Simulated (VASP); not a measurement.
# BeS (F-43m) in VASP: notebook, part 2 of 2

VASP 6.6.1. Earlier steps stand in the parts before.

### 3 Single point, PBE

This run uses another cell than the first one, of 14.40 Å³/atom, 1.035 times its volume.

Input file INCAR:

```
ALGO     = Normal         # electronic algorithm
EDIFF    = 1E-6           # SCF threshold, eV
ENCUT    = 520            # plane-wave cutoff, eV
GGA      = PE             # functional
ISIF     = 2              # what is computed and relaxed
ISMEAR   = 0              # smearing method
LASPH    = T              # aspherical terms in the spheres
LCHARG   = F              # write CHGCAR
LREAL    = F              # projectors in reciprocal space
LWAVE    = F              # write WAVECAR
NBANDS   = 11             # bands
NELM     = 100            # most SCF steps
PREC     = Accurate       # precision mode
SIGMA    = 0.05           # smearing width, eV
```

Input file KPOINTS:

```
k-points
0
Gamma
  12 12 12
```

Input file POSCAR:

```
BeS
1.0
    0.0000000000      2.4330565376      2.4330565376
    2.4330565376      0.0000000000      2.4330565376
    2.4330565376      2.4330565376      0.0000000000
Be S
1 1
Direct
    0.0000000000      0.0000000000      0.0000000000
    0.7500000000      0.7500000000      0.7500000000
```

Potentials or basis: VASP PAW PBE potentials, release 64 (Be, S).

Launch:

```
$ cat potpaw_PBE.64/Be/POTCAR potpaw_PBE.64/S/POTCAR > POTCAR
$ mpirun -np 1 vasp_std > vasp.out
```

OUTCAR:

```text
EDIFF = 1E-6
   ENCUT = 520
   GGA = PE
   ISIF = 2
   ISMEAR = 0
   LASPH = T
   LREAL = F
   NELM = 100
   PREC = Accurate

 ion  position               nearest neighbor table
   1  0.000  0.000  0.000-   2 2.11   2 2.11   2 2.11   2 2.11
   2  0.750  0.750  0.750-   1 2.11   1 2.11   1 2.11   1 2.11

  LATTYP: Found a face centered cubic cell.
 ALAT       =     4.8661130752

  Lattice vectors:

 A1 = (   0.0000000000,   2.4330565376,   2.4330565376)
 A2 = (   2.4330565376,   0.0000000000,   2.4330565376)
 A3 = (   2.4330565376,   2.4330565376,   0.0000000000)

Analysis of symmetry for initial positions (statically):
=====================================================================
 Subroutine PRICEL returns:
 Original cell was already a primitive cell.

 Routine SETGRP: Setting up the symmetry group for a
 face centered cubic supercell.

 Subroutine GETGRP returns: Found 24 space group operations
 (whereof 24 operations were pure point group operations)
 out of a pool of 48 trial point group operations.

The static configuration has the point symmetry T_d .

[... 164 lines left out ...]
 cond. band min:       7.2052539784   @ k =   0.5000   0.5000   0.0000
 fundamental gap:      3.1329903940
 Fermi energy:         4.3227906484

 k-point     1 :       0.0000    0.0000    0.0000
  band No.  band energies     occupation
      1      -9.5540      2.00000
      2       4.0723      2.00000
      3       4.0723      2.00000
      4       4.0723      2.00000
      5       9.7461      0.00000
      6       9.7461      0.00000
      7       9.7461      0.00000
      8       9.8741      0.00000
      9      16.8666      0.00000
     10      16.8666      0.00000
     11      18.8675      0.00000
[... 309 lines left out ...]
 k-point    24 :      -0.4167    0.1667    0.0000
  band No.  band energies     occupation
      1      -7.8176      2.00000
      2      -1.2984      2.00000
      3       1.7465      2.00000
      4       2.7183      2.00000
      5       9.6793      0.00000
      6      11.3948      0.00000
      7      11.6910      0.00000
      8      14.9537      0.00000
      9      16.8836      0.00000
     10      17.4335      0.00000
     11      20.5328      0.00000

 [... further k-points ...]
[... 5 lines left out ...]
  --------------------------------------------------------------------------------------
  -------------------------------------------------------------------------------------
  Total        0.1063910      0.1063910      0.1063910      0.0000000      0.0000000     -0.0000000
  in kB        5.9173724      5.9173724      5.9173724      0.0000000      0.0000000     -0.0000000
  external PRESSURE =       5.9173724 kB  Pullay stress =       0.0000000 kB

 VOLUME and BASIS-vectors are now :
 -----------------------------------------------------------------------------
  energy-cutoff  :      520.00
  volume of cell :       28.81
      direct lattice vectors                 reciprocal lattice vectors
     0.000000000  2.433056538  2.433056538    -0.205502828  0.205502828  0.205502828
     2.433056538  0.000000000  2.433056538     0.205502828 -0.205502828  0.205502828
     2.433056538  2.433056538  0.000000000     0.205502828  0.205502828 -0.205502828

 POSITION                                       TOTAL-FORCE (eV/Angst)
 -----------------------------------------------------------------------------------
      0.00000      0.00000      0.00000        -0.000000     -0.000000     -0.000000
      3.64958      3.64958      3.64958         0.000000      0.000000      0.000000
 -----------------------------------------------------------------------------------
    total drift:                               -0.000000     -0.000000     -0.000000

  FREE ENERGIE OF THE ION-ELECTRON SYSTEM (eV)
  ---------------------------------------------------
  free  energy   TOTEN  =       -10.0131545276 eV

  energy  without entropy=      -10.0131545276  energy(sigma->0) =      -10.01315453
```

Run time: 10 s. Hardware: 1 thread of Intel Xeon 6975P-C (Granite Rapids), shared host; peak memory 0.15 GiB.

What came out:

```yaml
Free_energy: -10.0132 eV
Pressure: 0.6 GPa
Band_gap_on_the_k_mesh: 3.13 eV, indirect (least direct gap 5.67 eV)
```

Levels at points of the mesh, in eV from the valence-band top:
```tsv
k point	band 2	band 3	band 4	band 5	band 6	band 7
(0.00, 0.00, 0.00)	0.00	0.00	0.00	5.67	5.67	5.67
(0.50, 0.00, 0.00)	-5.72	-1.02	-1.02	5.44	6.56	6.56
(0.50, 0.50, 0.00)	-4.97	-2.61	-2.61	3.13	4.93	12.70
```

A k mesh can miss the band edges. PBE gaps usually lie below the measured ones, often by a third to a half.

### 4 Single point, PBE

This run uses another cell than the first one, of 14.46 Å³/atom, 1.039 times its volume.

Input file INCAR:

```
SYSTEM = BeS
PREC = Accurate
ENCUT = 520
EDIFF = 1E-7
ISMEAR = 0
SIGMA = 0.05
LREAL = .FALSE.
LASPH = .TRUE.
NELM = 100
ALGO = Normal
ISIF = 2
LWAVE = .FALSE.
LCHARG = .FALSE.
GGA = PE
NBANDS = 11
```

Input file KPOINTS:

```
Automatic mesh
0
G
  12 12 12
  0 0 0
```

Input file POSCAR:

```
BeS
1.0
    0.0000000000      2.4362962971      2.4362962971
    2.4362962971      0.0000000000      2.4362962971
    2.4362962971      2.4362962971      0.0000000000
Be S
1 1
Direct
    0.0000000000      0.0000000000      0.0000000000
    0.7500000000      0.7500000000      0.7500000000
```

Launch:

```
$ cat potpaw_PBE.64/Be/POTCAR potpaw_PBE.64/S/POTCAR > POTCAR
$ mpirun -np 1 vasp_std > vasp.out
```

It took 11 s on 1 thread of Intel Xeon 6975P-C (Granite Rapids), shared host; peak memory 0.16 GiB.

It converged, with:

* Free energy: -10.0135 eV
* Pressure: 0.2 GPa
* Band gap on the k mesh: 3.14 eV, indirect (least direct gap 5.68 eV)

Levels at points of the mesh, in eV from the valence-band top:
| k point | band 1 | band 2 | band 3 | band 4 | band 5 | band 6 | band 7 | band 8 |
| --- | --- | --- | --- | --- | --- | --- | --- | --- |
| (0.00, 0.00, 0.00) | -13.60 | 0.00 | 0.00 | 0.00 | 5.68 | 5.68 | 5.68 | 5.77 |
| (0.50, 0.00, 0.00) | -12.03 | -5.70 | -1.02 | -1.02 | 5.43 | 6.57 | 6.57 | 11.14 |
| (0.50, 0.50, 0.00) | -11.50 | -4.95 | -2.59 | -2.59 | 3.14 | 4.93 | 12.67 | 12.67 |

### 5 Single point, PBE

This run uses another cell than the first one, of 14.49 Å³/atom, 1.042 times its volume.

Input file INCAR:

```
SYSTEM = BeS
  PREC = Accurate
  ENCUT = 520
  EDIFF = 1E-7
  ISMEAR = 0
  SIGMA = 0.05
  LREAL = .FALSE.
  LASPH = .TRUE.
  NELM = 60
  ALGO = Normal
  ISIF = 2
  LWAVE = .FALSE.
  LCHARG = .FALSE.
  GGA = PE
  NBANDS = 11
```

Input file KPOINTS:

```
regular mesh
0
G
  12 12 12
  0 0 0
```

Input file POSCAR:

```
BeS
1.0
    0.0000000000      2.4380427922      2.4380427922
    2.4380427922      0.0000000000      2.4380427922
    2.4380427922      2.4380427922      0.0000000000
Be S
1 1
Direct
    0.0000000000      0.0000000000      0.0000000000
    0.7500000000      0.7500000000      0.7500000000
```

Launch:

```
$ cat potpaw_PBE.64/Be/POTCAR potpaw_PBE.64/S/POTCAR > POTCAR
$ mpirun -np 1 vasp_std > vasp.out
```

Wall time 11 s (1 thread of Intel Xeon 6975P-C (Granite Rapids), shared host); peak memory 0.16 GiB.

The run converged. Its results:

- Free energy: -10.0135 eV
- Pressure: 0.0 GPa
- Band gap on the k mesh: 3.15 eV, indirect (least direct gap 5.68 eV)

Levels at points of the mesh, in eV from the valence-band top:
```
           k point  band 2  band 3  band 4  band 5  band 6  band 7
(0.00, 0.00, 0.00)    0.00    0.00    0.00    5.68    5.68    5.68
(0.50, 0.00, 0.00)   -5.68   -1.01   -1.01    5.42    6.57    6.57
(0.50, 0.50, 0.00)   -4.94   -2.59   -2.59    3.15    4.93   12.65
```

### 6 Single point, PBE

This run uses another cell than the first one, of 14.49 Å³/atom, 1.042 times its volume.

Input file INCAR:

```
PREC = Accurate
ENCUT = 520
EDIFF = 1E-6
ISMEAR = 0
SIGMA = 0.05
LREAL = False
LASPH = True
NELM = 100
ALGO = Normal
ISIF = 2
LWAVE = False
LCHARG = True
GGA = PE
LELF = True
LVHAR = True
NBANDS = 11
```

Input file KPOINTS:

```
regular mesh
0
Gamma
  12 12 12
```

POSCAR is that of step 5.

Potentials or basis: VASP PAW PBE potentials, release 64 (Be, S).

Launch:

```
$ cat potpaw_PBE.64/Be/POTCAR potpaw_PBE.64/S/POTCAR > POTCAR
$ mpirun -np 1 vasp_std > vasp.out
```

Run time: 10 s. Hardware: 1 thread of Intel Xeon 6975P-C (Granite Rapids), shared host; peak memory 0.16 GiB.

Results (log left out):

* Free energy: -10.0135 eV
* Pressure: 0.0 GPa
* Band gap on the k mesh: 3.15 eV, indirect (least direct gap 5.68 eV)

Levels at points of the mesh, in eV from the valence-band top:
| k point | band 2 | band 3 | band 4 | band 5 | band 6 | band 7 |
| --- | --- | --- | --- | --- | --- | --- |
| (0.00, 0.00, 0.00) | 0.00 | 0.00 | 0.00 | 5.68 | 5.68 | 5.68 |
| (0.50, 0.00, 0.00) | -5.68 | -1.01 | -1.01 | 5.42 | 6.57 | 6.57 |
| (0.50, 0.50, 0.00) | -4.94 | -2.59 | -2.59 | 3.15 | 4.93 | 12.65 |

### 7 The runs side by side

| cell | gap on the mesh (eV) | pressure (GPa) |
| --- | --- | --- |
| a = 3.401 Å, angles 60.0°, 2 atoms | 3.05 | 4.1 |
| a = 3.441 Å, angles 60.0°, 2 atoms | 3.13 | 0.6 |
| a = 3.445 Å, angles 60.0°, 2 atoms | 3.14 | 0.2 |
| a = 3.448 Å, angles 60.0°, 2 atoms | 3.15 | 0.0 |

Alike in all rows: task single point; level PBE; potentials or basis VASP PAW PBE potentials, release 64 (Be, S); no spin polarisation; k mesh 12 × 12 × 12; cutoff (eV) 520; smearing gaussian 0.05 eV.

Absolute energies hang on the potentials; compare differences alone.
